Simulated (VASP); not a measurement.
# Mg (Fd-3m) in VASP: a series of runs, part 2 of 2

VASP 6.6.1. The steps go on from the part before.

## (6) Relaxation of cell and atoms, RPBE

This run uses another cell than the first one, of 31.37 Å³/atom, 0.741 times its volume.

Contents of INCAR:

```
ALGO     = Normal         # electronic algorithm
EDIFF    = 1E-6           # SCF threshold, eV
EDIFFG   = -0.01          # ionic threshold
ENCUT    = 600            # plane-wave cutoff, eV
GGA      = RP             # functional
IBRION   = 2              # ionic algorithm
ISIF     = 3              # what is computed and relaxed
ISMEAR   = -1             # smearing method
LASPH    = True           # aspherical terms in the spheres
LCHARG   = False          # write CHGCAR
LREAL    = False          # projectors in reciprocal space
LWAVE    = False          # write WAVECAR
NELM     = 100            # most SCF steps
NSW      = 80             # ionic steps
PREC     = Accurate       # precision mode
SIGMA    = 0.1            # smearing width, eV
```

Contents of KPOINTS:

```
k-points
0
Gamma
  9 9 9
```

Contents of POSCAR:

```
Mg
1.0
    0.0000000000      3.1538244874      3.1538244874
    3.1538244874      0.0000000000      3.1538244874
    3.1538244874      3.1538244874      0.0000000000
Mg
2
Direct
    0.1250000000      0.1250000000      0.1250000000
    0.8750000000      0.8750000000      0.8750000000
```

Potentials or basis: VASP PAW PBE potentials, release 64 (Mg).

On the command line:

```console
cat potpaw_PBE.64/Mg/POTCAR > POTCAR
mpirun -np 1 vasp_std > vasp.out
```

OUTCAR:

```text
EDIFF = 1E-6
   EDIFFG = -0.01
   ENCUT = 600
   GGA = RP
   IBRION = 2
   ISIF = 3
   ISMEAR = -1
   LASPH = True
   LREAL = False
   NELM = 100
   NSW = 80
   PREC = Accurate

 ion  position               nearest neighbor table
   1  0.125  0.125  0.125-   2 2.73   2 2.73   2 2.73   2 2.73
   2  0.875  0.875  0.875-   1 2.73   1 2.73   1 2.73   1 2.73

  LATTYP: Found a face centered cubic cell.
 ALAT       =     6.3076489748

  Lattice vectors:

 A1 = (   0.0000000000,   3.1538244874,   3.1538244874)
 A2 = (   3.1538244874,   0.0000000000,   3.1538244874)
 A3 = (   3.1538244874,   3.1538244874,   0.0000000000)

Analysis of symmetry for initial positions (statically):
=====================================================================
 Subroutine PRICEL returns:
 Original cell was already a primitive cell.

 Routine SETGRP: Setting up the symmetry group for a
 face centered cubic supercell.

 Subroutine GETGRP returns: Found 48 space group operations
 (whereof 12 operations were pure point group operations)
 out of a pool of 48 trial point group operations.

The static configuration has the point symmetry D_3d.
 The point group associated with its full space group is O_h .

Analysis of symmetry for dynamics (positions and initial velocities):
=====================================================================
 Subroutine PRICEL returns:
 Original cell was already a primitive cell.

 Routine SETGRP: Setting up the symmetry group for a
 face centered cubic supercell.

 Subroutine GETGRP returns: Found 48 space group operations
 (whereof 12 operations were pure point group operations)
 out of a pool of 48 trial point group operations.

The dynamic configuration has the point symmetry D_3d.
 The point group associated with its full space group is O_h .

 Subroutine INISYM returns: Found 48 space group operations
 (whereof 12 operations are pure point group operations),
[... 120 lines left out ...]
   LORBIT       =      0    0 simple, 1 ext, 2 COOP (PROOUT), +10 PAW based schemes
   GGA     = RP    functional components
   LHFCALC =     F    Hartree Fock is set to
   AEXX    =    0.0000 exact exchange contribution
   IVDW    =     0    specifies the selected vdW correction
   LEPSILON=     F    determine dielectric tensor
   LRPA    =     F    only Hartree local field effects (RPA)
 conjugate gradient relaxation of ions
 non-spin polarized calculation
  energy-cutoff  :      600.00
  volume of cell :       62.74
 maximum number of plane-waves:      2122
   NGX = 17   NGY = 17   NGZ = 17

--------------------------------------- Ionic step        1  -------------------------------------------

 number of electron       4.0000000 magnetization

 Free energy of the ion-electron system (eV)
  ---------------------------------------------------
  ext. energy  EPLUGINS =         0.00000000
  ---------------------------------------------------
  free energy    TOTEN  =        -0.90859388 eV

  energy without entropy =       -0.87488253  energy(sigma->0) =       -0.89173820

------------------------ aborting loop because EDIFF is reached ----------------------------------------

  FORCE on cell =-STRESS in cart. coord.  units (eV):
  Direction    XX          YY          ZZ          XY          YZ          ZX
  --------------------------------------------------------------------------------------
  -------------------------------------------------------------------------------------
  Total        2.0562118      2.0562118      2.0562118      0.0000000      0.0000000      0.0000000
  in kB       52.5092556     52.5092556     52.5092556      0.0000000      0.0000000      0.0000000
  external PRESSURE =      52.5092556 kB  Pullay stress =       0.0000000 kB
[... 131 lines left out ...]
--------------------------------------- Ionic step        5  -------------------------------------------

 number of electron       4.0000000 magnetization

 Free energy of the ion-electron system (eV)
  ---------------------------------------------------
  ext. energy  EPLUGINS =         0.00000000
  ---------------------------------------------------
  free energy    TOTEN  =        -1.18613126 eV

  energy without entropy =       -1.14383370  energy(sigma->0) =       -1.16498248

 E-fermi :   0.0584     XC(G=0):  -6.4716

 val. band max:       -0.0119469186   @ k =  -0.2222   0.3333   0.1111
 cond. band min:       0.2088087782   @ k =  -0.4444   0.3333   0.1111
 fundamental gap:      0.2207556968
 Fermi energy:         0.0584030882

 k-point     1 :       0.0000    0.0000    0.0000
  band No.  band energies     occupation
      1      -4.7526      2.00000
      2       3.1259      0.00000
      3       3.1259      0.00000
      4       3.1259      0.00000
      5       4.1910      0.00000
      6       4.1910      0.00000
[... 199 lines left out ...]
 k-point    24 :       0.4444    0.4444    0.0000
  band No.  band energies     occupation
      1      -2.5241      2.00000
      2      -1.3505      2.00000
      3       1.0219      0.00013
      4       1.0219      0.00013
      5       2.4518      0.00000
      6       2.6110      0.00000

 [... further k-points ...]
[... 5 lines left out ...]
  --------------------------------------------------------------------------------------
  -------------------------------------------------------------------------------------
  Total        0.0008153      0.0008153      0.0008153      0.0000000     -0.0000000     -0.0000000
  in kB        0.0154796      0.0154796      0.0154796      0.0000000     -0.0000000     -0.0000000
  external PRESSURE =       0.0154796 kB  Pullay stress =       0.0000000 kB
[... 17 lines left out ...]
  FREE ENERGIE OF THE ION-ELECTRON SYSTEM (eV)
  ---------------------------------------------------
  free  energy   TOTEN  =        -1.1861312604 eV

  energy  without entropy=       -1.1438336954  energy(sigma->0) =       -1.16498248

 reached required accuracy - stopping structural energy minimisation
```

OSZICAR:

```text
N       E                     dE             d eps       ncg     rms          rms(c)
DAV:   1     0.228598592805E+01    0.22860E+01   -0.12038E+03   420   0.500E+02
DAV:   2    -0.883713570600E+00   -0.31697E+01   -0.30606E+01   588   0.282E+01
DAV:   3    -0.913207719007E+00   -0.29494E-01   -0.29466E-01   534   0.369E+00
DAV:   4    -0.913300667872E+00   -0.92949E-04   -0.92948E-04   576   0.199E-01
[... 32 lines left out ...]
       N       E                     dE             d eps       ncg     rms          rms(c)
DAV:   1    -0.118615690317E+01   -0.13657E-03   -0.24505E-03   486   0.253E-01    0.188E-02
DAV:   2    -0.118614520150E+01    0.11702E-04   -0.43487E-05   462   0.420E-02    0.127E-02
DAV:   3    -0.118613107202E+01    0.14129E-04   -0.16635E-05   468   0.222E-02    0.172E-03
DAV:   4    -0.118613126036E+01   -0.18834E-06   -0.37999E-07   228   0.408E-03
   5 F= -.11861313E+01 E0= -.11649825E+01  d E =-.277537E+00
```

Run time: 24 s. Hardware: 1 thread of Intel Xeon 6975P-C (Granite Rapids), shared host; peak memory 0.21 GiB.

What came out:

* Free energy: -1.1861 eV
* Relaxed volume: 42.19 Å³/atom
* Relaxed cell: a = 4.923 Å, b = 4.923 Å, c = 4.923 Å, α = 60.00°, β = 60.00°, γ = 60.00°
* Space group after relaxing (to 0.05 Å): Fd-3m (No. 227)
* Energy gained by relaxing: 138.8 meV/atom
* Ionic steps: 5
* Pressure after relaxing: 0.0 GPa
* Band gap on the k mesh: zero (band 2 reaches 3.13 eV, above the bottom of band 3 at -0.36 eV)

Step by step:
| step | energy change (eV) | largest force (eV/Å) | pressure (GPa) | volume (Å³) |
| --- | --- | --- | --- | --- |
| 1 | 0.0000 | 0.0000 | 5.25 | 62.74 |
| 2 | -0.2121 | 0.0000 | 2.01 | 72.55 |
| 3 | -0.2732 | 0.0000 | 0.43 | 81.03 |
| 4 | -0.2774 | 0.0000 | 0.06 | 83.84 |
| 5 | -0.2775 | 0.0000 | 0.00 | 84.38 |

Final structure:
```yaml
crystal:
  lattice:
    - [0.00000, 3.48129, 3.48129]
    - [3.48129, 0.00000, 3.48129]
    - [3.48129, 3.48129, 0.00000]
  atoms:
    - { symbol: Mg, position: [0.12500, 0.12500, 0.12500] }
    - { symbol: Mg, position: [0.87500, 0.87500, 0.87500] }
```

Levels at points of the mesh, in eV from the Fermi level:
```tsv
k point	band 1	band 2	band 3	band 4	band 5
(0.00, 0.00, 0.00)	-4.81	3.07	3.07	3.07	4.13
```

Caveat: the volume moved by over 15 % at a fixed basis, so the end points are rough; the PAW data sets were made with another functional, which shifts forces and pressure a little.

## (7) Single point, RPBE

Contents of INCAR:

```
PREC = Accurate ; ENCUT = 520
EDIFF = 1E-6 ; ISMEAR = -1
SIGMA = 0.1 ; LREAL = False
LASPH = True ; NELM = 80
ALGO = Normal ; ISIF = 2
LWAVE = False ; LCHARG = False
GGA = RP ; NBANDS = 9
```

Contents of KPOINTS:

```
regular mesh
0
Gamma
  13 13 13
```

Contents of POSCAR:

```
Mg
1.0
    0.0000000000      3.4851414199      3.4851414199
    3.4851414199      0.0000000000      3.4851414199
    3.4851414199      3.4851414199      0.0000000000
Mg
2
Direct
    0.1250000000      0.1250000000      0.1250000000
    0.8750000000      0.8750000000      0.8750000000
```

On the command line:

```console
cat potpaw_PBE.64/Mg/POTCAR > POTCAR
mpirun -np 1 vasp_std > vasp.out
```

Run time: 29 s. Hardware: 1 thread of Intel Xeon 6975P-C (Granite Rapids), shared host; peak memory 0.26 GiB.

It converged, with:

```yaml
Free_energy: -1.1831 eV
Pressure: 0.0 GPa
Band_gap_on_the_k_mesh: zero (band 2 reaches 3.11 eV, above the bottom of band 3 at -0.35 eV)
```

Levels at points of the mesh, in eV from the Fermi level:
| k point | band 1 | band 2 | band 3 | band 4 | band 5 |
| --- | --- | --- | --- | --- | --- |
| (0.00, 0.00, 0.00) | -4.82 | 3.04 | 3.04 | 3.04 | 4.11 |

Caveat: the PAW data sets were made with another functional, which shifts forces and pressure a little.

## (8) Overview

| task | cell | k mesh | cutoff (eV) | gap on the mesh (eV) | pressure (GPa) |
| --- | --- | --- | --- | --- | --- |
| single point | a = 4.929 Å, angles 60.0°, 2 atoms | 9 × 9 × 9 | 520 | none | 0.0 |
| single point | a = 4.994 Å, angles 60.0°, 2 atoms | 9 × 9 × 9 | 520 | none | -0.4 |
| single point | a = 5.057 Å, angles 60.0°, 2 atoms | 9 × 9 × 9 | 520 | none | -0.7 |
| single point | a = 5.118 Å, angles 60.0°, 2 atoms | 9 × 9 × 9 | 520 | none | -0.9 |
| relaxation of cell and atoms | relaxed from a = 4.460 Å, angles 60.0°, 2 atoms | 9 × 9 × 9 | 600 | none | 0.0 |
| single point | a = 4.929 Å, angles 60.0°, 2 atoms | 13 × 13 × 13 | 520 | none | 0.0 |

Alike in all rows: level RPBE; potentials or basis VASP PAW PBE potentials, release 64 (Mg); no spin polarisation; smearing fermi-dirac 0.1 eV.

Caveats: the PAW data sets were made with another functional, which shifts forces and pressure a little; the volume moved by over 15 % at a fixed basis, so the end points are rough (some runs).

Absolute energies hang on the potentials; compare differences alone.
